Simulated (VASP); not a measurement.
A run of VASP 6.6.1 is set up as follows.

Contents of INCAR:

```
PREC = Accurate
ENCUT = 520
EDIFF = 1E-6
ISMEAR = -1
SIGMA = 0.2
LREAL = False
LASPH = True
NELM = 60
ALGO = Normal
ISIF = 2
LWAVE = False
LCHARG = True
GGA = PE
LELF = True
LVHAR = True
NBANDS = 19
```

File KPOINTS:

```
regular mesh
0
Gamma
  6 6 4
```

POSCAR

```
Hg
1.0
    3.2353744056      0.0000000000      0.0000000000
   -1.6176872028      2.8019164260      0.0000000000
    0.0000000000      0.0000000000      5.5382539435
Hg
2
Direct
    0.6666666667      0.3333333333      0.7500000000
    0.3333333333      0.6666666667      0.2500000000
```

Potentials or basis: VASP PAW PBE potentials, release 64 (Hg).

The run is started by

```bash
$ cat potpaw_PBE.64/Hg/POTCAR > POTCAR
$ mpirun -np 1 vasp_std > vasp.out
```

(1) Estimate the band gap on the k mesh.

(2) What does it give for the pressure?

## Answers

(1) zero (band 12 reaches 2.02 eV, above the bottom of band 13 at 0.74 eV).

(2) 2.6 GPa.

Caveat: the k points lie up to 0.37 Å⁻¹ apart; spin-orbit coupling is left out, which moves the levels of the heavy elements.
